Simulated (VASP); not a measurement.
Here is a VASP 6.6.1 calculation.

Contents of INCAR:

```
PREC = Accurate ; ENCUT = 520
EDIFF = 1E-6 ; ISMEAR = 0
SIGMA = 0.1 ; LREAL = False
LASPH = True ; NELM = 60
ALGO = Normal ; ISIF = 2
LWAVE = False ; LCHARG = True
GGA = PE ; LELF = True
LVHAR = True ; NBANDS = 32
```

KPOINTS

```
regular mesh
0
Gamma
  6 6 6
```

POSCAR

```
LiGe2P3
1.0
    6.5076832275      0.0000000000      0.0000000000
   -3.2538416137      5.6358189948      0.0000000000
    0.0000000000      0.0000000000      3.4065764611
Li Ge P
1 2 3
Direct
    0.0000000000      0.0000000000      0.0000000000
    0.3333333333      0.6666666667      0.0000000000
    0.6666666667      0.3333333333      0.0000000000
    0.5000000000      0.0000000000      0.5000000000
    0.5000000000      0.5000000000      0.5000000000
    0.0000000000      0.5000000000      0.5000000000
```

Potentials or basis: VASP PAW PBE potentials, release 64 (Li_sv, Ge_d, P).

Launch:

```sh
$ cat potpaw_PBE.64/Li_sv/POTCAR potpaw_PBE.64/Ge_d/POTCAR potpaw_PBE.64/P/POTCAR > POTCAR
$ mpirun -np 1 vasp_std > vasp.out
```

Q: Estimate the band gap on the k mesh.

A: Zero (band 23 reaches 5.35 eV, above the bottom of band 24 at 3.86 eV).
